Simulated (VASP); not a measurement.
A run of VASP 6.6.1 is set up as follows.

File INCAR:

```
SYSTEM = P
ALGO = Normal
DIPOL = 0.5 0.5 0.500
EDIFF = 1E-6
ENCUT = 520
GGA = PE
IDIPOL = 3
ISIF = 2
ISMEAR = 0
LASPH = .True.
LCHARG = .False.
LDIPOL = .True.
LREAL = .False.
LWAVE = .False.
NBANDS = 14
NELM = 80
PREC = Accurate
SIGMA = 0.1
```

File KPOINTS:

```
k-points
0
Gamma
  6 6 1
  0 0 0
```

The input POSCAR:

```
P
1.0
    5.4068170000      0.0000000000      0.0000000000
   -2.7034090000      4.6824410000      0.0000000000
    0.0000000000      0.0000000000     14.0000000000
P
3
Direct
    0.4974004700      0.5025995300      0.5000000000
    0.4974004700      0.9948009400      0.5000000000
    0.0051990600      0.5025995300      0.5000000000
```

Potentials or basis: VASP PAW PBE potentials, release 64 (P).

The run is started by

```sh
$ cat potpaw_PBE.64/P/POTCAR > POTCAR
$ mpirun -np 1 vasp_std > vasp.out
```

Task: What does it give for the band gap on the k mesh?

Result: Zero (an odd number of electrons rules out a gap without spin polarisation).

Task: What does it give for the largest force?

Result: 1.296 eV/Å.

Forces in eV/Å, atoms in the order of the input:
```
P   -1.122  0.648  0.000
P    0.000 -1.296  0.000
P    1.122  0.648  0.000
```
